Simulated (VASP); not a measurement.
# BaTiO3 (Pm-3m) in VASP: single point with r2SCAN+U

Aim: the single point of BaTiO3 with r2SCAN+U.

Program: VASP 6.6.1. These are calculated values, not measurements. Logs are shortened: lines on timing, memory, paths and dates and some standing lists are left out, and cuts for length are marked.

## (1) The cell of the first run

It takes space group Pm-3m (No. 221, cubic). Conventional cell: a = 4.000 Å, b = 4.000 Å, c = 4.000 Å, α = 90.00°, β = 90.00°, γ = 90.00°. Within 3.7 Å of Ba (site symmetry m-3m) lie 12 O at 2.83 Å and 8 Ti at 3.46 Å. Ti (site symmetry m-3m) has 6 O at 2.00 Å within 2.6 Å. Within 2.6 Å of O (site symmetry 4/mmm) lie 2 Ti at 2.00 Å.

## (2) Single point, r2SCAN+U

Contents of POSCAR:

```
BaTiO3
1.0
    3.9998664220      3.9998664220      0.0000000000
    0.0000000000      3.9998664220      3.9998664220
    3.9998664220      0.0000000000      3.9998664220
Ba Ti O
2 2 6
Direct
    0.0000000000      0.0000000000      0.0000000000
    0.5000000000      0.5000000000      0.5000000000
    0.2500000000      0.2500000000      0.2500000000
    0.7500000000      0.7500000000      0.7500000000
    0.0000000000      0.5000000000      0.0000000000
    0.5000000000      0.0000000000      0.5000000000
    0.0000000000      0.0000000000      0.5000000000
    0.5000000000      0.5000000000      0.0000000000
    0.0000000000      0.5000000000      0.5000000000
    0.5000000000      0.0000000000      0.0000000000
```

Contents of INCAR.step1:

```
SYSTEM = BaTiO3
ALGO     = Normal         ! electronic algorithm
EDIFF    = 1E-4           ! SCF threshold, eV
ENCUT    = 520            ! plane-wave cutoff, eV
GGA      = PE             ! functional
ISMEAR   = -1             ! smearing method
LASPH    = .TRUE.         ! aspherical terms in the spheres
LCHARG   = .FALSE.        ! write CHGCAR
LDAU     = .TRUE.         ! DFT+U
LDAUJ    = 0 0 0        
LDAUL    = -1 2 -1        ! shell
LDAUTYPE = 2            
LDAUU    = 0 2.45 0       ! U, eV
LMAXMIX  = 4              ! l up to which the mixer works
LREAL    = .FALSE.        ! projectors in reciprocal space
LWAVE    = .TRUE.         ! write WAVECAR
NBANDS   = 51             ! bands
NELM     = 150            ! most SCF steps
PREC     = Accurate       ! precision mode
SIGMA    = 0.0332         ! smearing width, eV
```

Contents of INCAR.step2:

```
SYSTEM = BaTiO3
ALGO     = Normal         ! electronic algorithm
EDIFF    = 1E-7           ! SCF threshold, eV
ENCUT    = 520            ! plane-wave cutoff, eV
ISIF     = 2              ! what is computed and relaxed
ISMEAR   = -1             ! smearing method
ISTART   = 1            
LASPH    = .TRUE.         ! aspherical terms in the spheres
LCHARG   = .TRUE.         ! write CHGCAR
LDAU     = .TRUE.         ! DFT+U
LDAUJ    = 0 0 0        
LDAUL    = -1 2 -1        ! shell
LDAUPRINT= 1            
LDAUTYPE = 2            
LDAUU    = 0 2.45 0       ! U, eV
LELF     = .TRUE.         ! ELF
LMAXMIX  = 4              ! l up to which the mixer works
LMIXTAU  = .TRUE.       
LREAL    = .FALSE.        ! projectors in reciprocal space
LVHAR    = .TRUE.       
LWAVE    = .FALSE.        ! write WAVECAR
METAGGA  = R2SCAN         ! meta-GGA
NBANDS   = 51             ! bands
NELM     = 150            ! most SCF steps
PREC     = Accurate       ! precision mode
SIGMA    = 0.0332         ! smearing width, eV
```

Contents of KPOINTS:

```
k-points
0
G
  6 6 6
  0 0 0
```

Potentials or basis: VASP PAW PBE potentials, release 64 (Ba_sv, Ti_sv, O).

On the command line:

```bash
$ cat potpaw_PBE.64/Ba_sv/POTCAR potpaw_PBE.64/Ti_sv/POTCAR potpaw_PBE.64/O/POTCAR > POTCAR
$ cp INCAR.step1 INCAR
$ mpirun -np 1 vasp_std > vasp.out
$ cp INCAR.step2 INCAR
$ mpirun -np 1 vasp_std > vasp.out
```

OUTCAR:

```text
SYSTEM = BaTiO3
   EDIFF = 1E-7
   ENCUT = 520
   ISIF = 2
   ISMEAR = -1
   ISTART = 1
   LASPH = .TRUE.
   LREAL = .FALSE.
   METAGGA = R2SCAN
   NELM = 150
   PREC = Accurate

 ion  position               nearest neighbor table
   1  0.000  0.000  0.000-   5 2.83   7 2.83  10 2.83   6 2.83   7 2.83   9 2.83   5 2.83   8 2.83
                             9 2.83   6 2.83   8 2.83  10 2.83   3 3.46   4 3.46   4 3.46   3 3.46
   2  0.500  0.500  0.500-   6 2.83   8 2.83   9 2.83   5 2.83   8 2.83  10 2.83   6 2.83   7 2.83
                            10 2.83   5 2.83   7 2.83   9 2.83   4 3.46   3 3.46   3 3.46   4 3.46
   3  0.250  0.250  0.250-   5 2.00   6 2.00   7 2.00   8 2.00   9 2.00  10 2.00   1 3.46   1 3.46
                             1 3.46   2 3.46   1 3.46   2 3.46   2 3.46   2 3.46
   4  0.750  0.750  0.750-   5 2.00   6 2.00   7 2.00   8 2.00   9 2.00  10 2.00   2 3.46   2 3.46
                             1 3.46   2 3.46   2 3.46   1 3.46   1 3.46   1 3.46
   5  0.000  0.500  0.000-   3 2.00   4 2.00   1 2.83   2 2.83   1 2.83   2 2.83
   6  0.500  0.000  0.500-   3 2.00   4 2.00   2 2.83   1 2.83   2 2.83   1 2.83
   7  0.000  0.000  0.500-   3 2.00   4 2.00   1 2.83   1 2.83   2 2.83   2 2.83
   8  0.500  0.500  0.000-   3 2.00   4 2.00   2 2.83   2 2.83   1 2.83   1 2.83
   9  0.000  0.500  0.500-   3 2.00   4 2.00   2 2.83   1 2.83   1 2.83   2 2.83
  10  0.500  0.000  0.000-   3 2.00   4 2.00   1 2.83   2 2.83   2 2.83   1 2.83

  LATTYP: Found a face centered cubic cell.
 ALAT       =     7.9997328440

  Lattice vectors:

 A1 = (   3.9998664220,   3.9998664220,   0.0000000000)
 A2 = (   0.0000000000,   3.9998664220,   3.9998664220)
 A3 = (   3.9998664220,   0.0000000000,   3.9998664220)

Analysis of symmetry for initial positions (statically):
=====================================================================
 Subroutine PRICEL returns following result:

  LATTYP: Found a simple cubic cell.
 ALAT       =     3.9998664220

  Lattice vectors:

 A1 = (   0.0000000000,   0.0000000000,  -3.9998664220)
 A2 = (   0.0000000000,   3.9998664220,   0.0000000000)
 A3 = (   3.9998664220,   0.0000000000,   0.0000000000)

   2 primitive cells build up your supercell.

 Routine SETGRP: Setting up the symmetry group for a
 face centered cubic supercell.

 Subroutine GETGRP returns: Found 48 space group operations
 (whereof 48 operations were pure point group operations)
 out of a pool of 48 trial point group operations.

The static configuration has the point symmetry O_h .

Analysis of symmetry for dynamics (positions and initial velocities):
=====================================================================
 Subroutine PRICEL returns following result:

  LATTYP: Found a simple cubic cell.
 ALAT       =     3.9998664220

  Lattice vectors:

 A1 = (   0.0000000000,   0.0000000000,  -3.9998664220)
 A2 = (   0.0000000000,   3.9998664220,   0.0000000000)
 A3 = (   3.9998664220,   0.0000000000,   0.0000000000)

   2 primitive cells build up your supercell.

 Routine SETGRP: Setting up the symmetry group for a
 face centered cubic supercell.

 Subroutine GETGRP returns: Found 48 space group operations
 (whereof 48 operations were pure point group operations)
 out of a pool of 48 trial point group operations.

The dynamic configuration has the point symmetry O_h .

 Subroutine INISYM returns: Found 48 space group operations
 (whereof 48 operations are pure point group operations),
 and found     2 'primitive' translations

[... 122 lines left out ...]
   AEXX    =    0.0000 exact exchange contribution
   IVDW    =     0    specifies the selected vdW correction
   LEPSILON=     F    determine dielectric tensor
   LRPA    =     F    only Hartree local field effects (RPA)
 non-spin polarized calculation
  energy-cutoff  :      520.00
  volume of cell :      127.99
 maximum number of plane-waves:      3479
   NGX = 21   NGY = 21   NGZ = 21

atom =   3  type =  2  l = 2

 onsite density matrix

spin component  1

  0.1022 -0.0000  0.0000 -0.0000 -0.0000
 -0.0000  0.1022 -0.0000  0.0000  0.0000
  0.0000 -0.0000  0.2381  0.0000  0.0000
 -0.0000  0.0000  0.0000  0.1022 -0.0000
 -0.0000  0.0000  0.0000 -0.0000  0.2381

spin component  2

  0.1022 -0.0000  0.0000 -0.0000 -0.0000
 -0.0000  0.1022 -0.0000  0.0000  0.0000
  0.0000 -0.0000  0.2381  0.0000  0.0000
 -0.0000  0.0000  0.0000  0.1022 -0.0000
 -0.0000  0.0000  0.0000 -0.0000  0.2381

 occupancies and eigenvectors

  o =  0.1022  v =  0.0000  0.3896 -0.0000 -0.9210  0.0000  0.0000  0.0000  0.0000  0.0000  0.0000      0.0000  0.0000  0.0000  0.0000  0.0000  0.0000  0.0000  0.0000  0.0000  0.0000
  o =  0.1022  v =  0.0000  0.0000  0.0000  0.0000  0.0000  0.0000  0.3896 -0.0000 -0.9210  0.0000      0.0000  0.0000  0.0000  0.0000  0.0000  0.0000  0.0000  0.0000  0.0000  0.0000
  o =  0.1022  v =  0.0000  0.0000  0.0000  0.0000  0.0000  0.0000 -0.9210 -0.0000 -0.3896 -0.0000      0.0000  0.0000  0.0000  0.0000  0.0000  0.0000  0.0000  0.0000  0.0000  0.0000
  o =  0.1022  v =  0.0000 -0.9210 -0.0000 -0.3896 -0.0000  0.0000  0.0000  0.0000  0.0000  0.0000      0.0000  0.0000  0.0000  0.0000  0.0000  0.0000  0.0000  0.0000  0.0000  0.0000
  o =  0.1022  v =  0.0000  0.0000  0.0000  0.0000  0.0000  1.0000  0.0000  0.0000  0.0000  0.0000      0.0000  0.0000  0.0000  0.0000  0.0000  0.0000  0.0000  0.0000  0.0000  0.0000
  o =  0.1022  v =  1.0000  0.0000  0.0000  0.0000  0.0000  0.0000  0.0000  0.0000  0.0000  0.0000      0.0000  0.0000  0.0000  0.0000  0.0000  0.0000  0.0000  0.0000  0.0000  0.0000
  o =  0.2381  v =  0.0000 -0.0000  0.0895 -0.0000 -0.9960  0.0000  0.0000  0.0000  0.0000  0.0000      0.0000  0.0000  0.0000  0.0000  0.0000  0.0000  0.0000  0.0000  0.0000  0.0000
  o =  0.2381  v =  0.0000  0.0000  0.0000  0.0000  0.0000  0.0000 -0.0000  0.0895 -0.0000 -0.9960      0.0000  0.0000  0.0000  0.0000  0.0000  0.0000  0.0000  0.0000  0.0000  0.0000
  o =  0.2381  v =  0.0000  0.0000  0.0000  0.0000  0.0000  0.0000  0.0000 -0.9960  0.0000 -0.0895      0.0000  0.0000  0.0000  0.0000  0.0000  0.0000  0.0000  0.0000  0.0000  0.0000
  o =  0.2381  v =  0.0000  0.0000 -0.9960  0.0000 -0.0895  0.0000  0.0000  0.0000  0.0000  0.0000      0.0000  0.0000  0.0000  0.0000  0.0000  0.0000  0.0000  0.0000  0.0000  0.0000

atom =   4  type =  2  l = 2

 onsite density matrix

spin component  1

  0.1022 -0.0000  0.0000 -0.0000 -0.0000
 -0.0000  0.1022  0.0000  0.0000 -0.0000
  0.0000  0.0000  0.2381  0.0000 -0.0000
 -0.0000  0.0000  0.0000  0.1022 -0.0000
 -0.0000 -0.0000 -0.0000 -0.0000  0.2381

spin component  2

  0.1022 -0.0000  0.0000 -0.0000 -0.0000
 -0.0000  0.1022  0.0000  0.0000 -0.0000
  0.0000  0.0000  0.2381  0.0000 -0.0000
 -0.0000  0.0000  0.0000  0.1022 -0.0000
 -0.0000 -0.0000 -0.0000 -0.0000  0.2381

 occupancies and eigenvectors

  o =  0.1022  v =  0.0000 -0.8967 -0.0000 -0.4425 -0.0000  0.0000  0.0000  0.0000  0.0000  0.0000      0.0000  0.0000  0.0000  0.0000  0.0000  0.0000  0.0000  0.0000  0.0000  0.0000
  o =  0.1022  v =  0.0000  0.0000  0.0000  0.0000  0.0000  0.0000 -0.8967 -0.0000 -0.4425 -0.0000      0.0000  0.0000  0.0000  0.0000  0.0000  0.0000  0.0000  0.0000  0.0000  0.0000
  o =  0.1022  v =  0.0000 -0.4425 -0.0000  0.8967  0.0000  0.0000  0.0000  0.0000  0.0000  0.0000      0.0000  0.0000  0.0000  0.0000  0.0000  0.0000  0.0000  0.0000  0.0000  0.0000
  o =  0.1022  v =  0.0000  0.0000  0.0000  0.0000  0.0000  0.0000 -0.4425 -0.0000  0.8967  0.0000      0.0000  0.0000  0.0000  0.0000  0.0000  0.0000  0.0000  0.0000  0.0000  0.0000
  o =  0.1022  v =  0.0000  0.0000  0.0000  0.0000  0.0000  1.0000  0.0000  0.0000  0.0000  0.0000      0.0000  0.0000  0.0000  0.0000  0.0000  0.0000  0.0000  0.0000  0.0000  0.0000
  o =  0.1022  v =  1.0000  0.0000  0.0000  0.0000  0.0000  0.0000  0.0000  0.0000  0.0000  0.0000      0.0000  0.0000  0.0000  0.0000  0.0000  0.0000  0.0000  0.0000  0.0000  0.0000
  o =  0.2381  v =  0.0000  0.0000  0.0000  0.0000  0.0000  0.0000 -0.0000 -0.1078  0.0000 -0.9942      0.0000  0.0000  0.0000  0.0000  0.0000  0.0000  0.0000  0.0000  0.0000  0.0000
  o =  0.2381  v =  0.0000 -0.0000 -0.1078  0.0000 -0.9942  0.0000  0.0000  0.0000  0.0000  0.0000      0.0000  0.0000  0.0000  0.0000  0.0000  0.0000  0.0000  0.0000  0.0000  0.0000
  o =  0.2381  v =  0.0000 -0.0000  0.9942 -0.0000 -0.1078  0.0000  0.0000  0.0000  0.0000  0.0000      0.0000  0.0000  0.0000  0.0000  0.0000  0.0000  0.0000  0.0000  0.0000  0.0000
  o =  0.2381  v =  0.0000  0.0000  0.0000  0.0000  0.0000  0.0000 -0.0000  0.9942 -0.0000 -0.1078      0.0000  0.0000  0.0000  0.0000  0.0000  0.0000  0.0000  0.0000  0.0000  0.0000

 number of electron      80.0000027 magnetization

 Free energy of the ion-electron system (eV)
  ---------------------------------------------------
  ext. energy  EPLUGINS =         0.00000000
  ---------------------------------------------------
  free energy    TOTEN  =      -145.25908721 eV

  energy without entropy =     -145.25908721  energy(sigma->0) =     -145.25908721

 E-fermi :   4.3567     XC(G=0): -11.9343

 val. band max:        3.6298125499   @ k =   0.0000   0.0000   0.0000
 cond. band min:       6.0841222874   @ k =   0.0000   0.0000   0.0000
 fundamental gap:      2.4543097376
 Fermi energy:         4.3567416942

 k-point     1 :       0.0000    0.0000    0.0000
  band No.  band energies     occupation
      1     -55.8945      2.00000
      2     -55.8913      2.00000
      3     -31.0698      2.00000
      4     -31.0697      2.00000
      5     -31.0697      2.00000
      6     -31.0217      2.00000
[... 853 lines left out ...]
     50      11.2517      0.00000
     51      11.5786      0.00000

------------------------ aborting loop because EDIFF is reached ----------------------------------------

  FORCE on cell =-STRESS in cart. coord.  units (eV):
  Direction    XX          YY          ZZ          XY          YZ          ZX
  --------------------------------------------------------------------------------------
  -------------------------------------------------------------------------------------
  Total        2.5325687      2.5325687      2.5325687      0.0000000      0.0000000      0.0000000
  in kB       31.7033654     31.7033654     31.7033654      0.0000000      0.0000000      0.0000000
  external PRESSURE =      31.7033654 kB  Pullay stress =       0.0000000 kB

 VOLUME and BASIS-vectors are now :
 -----------------------------------------------------------------------------
  energy-cutoff  :      520.00
  volume of cell :      127.99
      direct lattice vectors                 reciprocal lattice vectors
     3.999866422  3.999866422  0.000000000     0.125004174  0.125004174 -0.125004174
     0.000000000  3.999866422  3.999866422    -0.125004174  0.125004174  0.125004174
     3.999866422  0.000000000  3.999866422     0.125004174 -0.125004174  0.125004174

 POSITION                                       TOTAL-FORCE (eV/Angst)
 -----------------------------------------------------------------------------------
      0.00000      0.00000      0.00000         0.000000     -0.000000     -0.000000
      3.99987      3.99987      3.99987         0.000000     -0.000000      0.000000
      1.99993      1.99993      1.99993        -0.000000     -0.000000     -0.000000
      5.99980      5.99980      5.99980         0.000000      0.000000      0.000000
      0.00000      1.99993      1.99993         0.000000      0.000000     -0.000000
      3.99987      1.99993      1.99993         0.000000      0.000000      0.000000
      1.99993      0.00000      1.99993         0.000000     -0.000000      0.000000
      1.99993      3.99987      1.99993        -0.000000     -0.000000      0.000000
      1.99993      1.99993      3.99987        -0.000000      0.000000     -0.000000
      1.99993      1.99993      0.00000         0.000000     -0.000000     -0.000000
 -----------------------------------------------------------------------------------
    total drift:                               -0.000000      0.000000     -0.000000

  FREE ENERGIE OF THE ION-ELECTRON SYSTEM (eV)
  ---------------------------------------------------
  free  energy   TOTEN  =      -145.2590872070 eV

  energy  without entropy=     -145.2590872070  energy(sigma->0) =     -145.25908721
```

It took 10 min on 1 thread of Intel Xeon Platinum 8259CL at 2.50GHz (Skylake/Cascade Lake), shared host; peak memory 0.34 GiB.

Results:

```yaml
Free_energy: -145.2591 eV
Pressure: 3.2 GPa
Band_gap_on_the_k_mesh: 2.45 eV
```

Eigenvalues of the final occupation matrices:
| site | spin | trace | eigenvalues |
| --- | --- | --- | --- |
| site 3 d | 1 | 0.78 | 0.10 0.10 0.10 0.24 0.24 |
| site 3 d | 2 | 0.78 | 0.10 0.10 0.10 0.24 0.24 |
| site 4 d | 1 | 0.78 | 0.10 0.10 0.10 0.24 0.24 |
| site 4 d | 2 | 0.78 | 0.10 0.10 0.10 0.24 0.24 |

Caveat: the cell stands under pressure; the PAW data sets were made with another functional, which shifts forces and pressure a little; spin-orbit coupling is left out, which moves the levels of the heavy elements. A k mesh can miss the band edges.
